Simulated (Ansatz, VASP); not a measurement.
**GaN: VASP beside Ansatz**

The input INCAR:

```
PREC = Accurate
ENCUT = 520
EDIFF = 1E-6
ISMEAR = 0
SIGMA = 0.01
LREAL = False
LASPH = True
NELM = 150
ALGO = Normal
ISIF = 2
LWAVE = False
LCHARG = False
MAGMOM = 0 0 0 0 0 0 0 0 0 0 0 0
LORBIT = 11
LSORBIT = True
GGA_COMPAT = False
LORBMOM = True
GGA = CA
NBANDS = 50
```

Contents of KPOINTS:

```
Automatic mesh
0
Gamma
  8 8 4
```

File POSCAR:

```
GaN
1.0
    3.1518145673      0.0000000000      0.0000000000
   -1.5759072837      2.7295514833      0.0000000000
    0.0000000000      0.0000000000      5.1383977362
Ga N
2 2
Direct
    0.3333333333      0.6666666667     -0.0007042255
    0.6666666667      0.3333333333      0.4992957745
    0.3333333333      0.6666666667      0.3757042255
    0.6666666667      0.3333333333      0.8757042255
```

Input for Ansatz:

```yaml
crystal:
  lattice:
    - [3.15181456733, 0.0, 0.0]
    - [-1.57590728366, 2.72955148333, 0.0]
    - [0.0, 0.0, 5.13839773619]
  atoms:
    - { symbol: Ga, position: [0.333333333333, 0.666666666667, -0.000704225452] }
    - { symbol: Ga, position: [0.666666666667, 0.333333333333, 0.499295774548] }
    - { symbol: "N", position: [0.333333333333, 0.666666666667, 0.375704225452] }
    - { symbol: "N", position: [0.666666666667, 0.333333333333, 0.875704225452] }
kpoints:
  mp_grid: { grid: [8, 8, 4] }
scf:
  occupations: { method: fixed }
hamiltonian:
  xc: lda
  pseudopotentials: { kind: all_electron, lapw: { basis_error: 0.001 } }
magnetization:
  noncollinear: true
  spin_orbit: true
output:
  forces: true
  stress: true
  eigenvalues: true
  eigenstates:
    nscf_kmesh: { grid: [10, 10, 6] }
    de_dk: true
    e_range: [-9, 12.12860766282]
checkpoint:
  write: ck
  write_wavefunctions: false
```

Alike in both runs: task single point; functional LDA; k mesh 8 × 8 × 4; non-collinear spin, spin-orbit coupling.

```csv
,VASP,Ansatz
version,VASP 6.6.1,Ansatz 0.2.0
potentials or method,"VASP PAW LDA potentials, release 64 (Ga_d, N), cutoff 520 eV",all-electron LAPW
occupations,"gaussian, width 0.01 eV",fixed
```

```tsv
	VASP	Ansatz	Ansatz less VASP
pressure (GPa)	1.3	0.2	-1.13
net moment per atom (μB)	0.00	0.00	0.000
```

LDA's correlation is that of Perdew and Zunger in VASP and of Perdew and Wang (1992) in Ansatz. Ansatz ran all-electron here, and VASP with PAW potentials.
